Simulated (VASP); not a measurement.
BN, 2 atoms in the cell. It takes space group R3m (No. 160, trigonal). Conventional cell: a = 2.436 Å, b = 2.436 Å, c = 9.626 Å, α = 90.00°, β = 90.00°, γ = 120.00°. Within 1.9 Å of B (site symmetry 3m) lie 3 N at 1.41 Å. N (site symmetry 3m) has 3 B at 1.41 Å within 1.9 Å. 

- Program: VASP 6.6.1
- Task: relaxation of cell and atoms
- Functional: PBEsol
- Potentials or basis: VASP PAW PBE potentials, release 64 (B, N)
- Cutoff: 600 eV
- k mesh: 12 × 12 × 12
- Occupations: gaussian, width 0.02 eV
- Spin: no spin polarisation
- Target pressure: 4 GPa
- Dipole correction: no
- Further INCAR settings: ALGO = Normal; EDIFF = 1e-06; IBRION = 2; EDIFFG = -0.008; NSW = 70; ISIF = 3

Potentials or basis: VASP PAW PBE potentials, release 64 (B, N).

Run with:

```sh
$ cat potpaw_PBE.64/B/POTCAR potpaw_PBE.64/N/POTCAR > POTCAR
$ mpirun -np 1 vasp_std > vasp.out
```

Hardware: 1 thread of Intel Xeon 8259CL, with other jobs on the host.

**Question.** Estimate the wall time of this run.

**Answer.** Wall time 6.6 min on 1 thread of Intel Xeon 8259CL, on a shared host, peak memory 0.17 GiB. Counts: scf iterations 77, k points 189, ion steps 13.
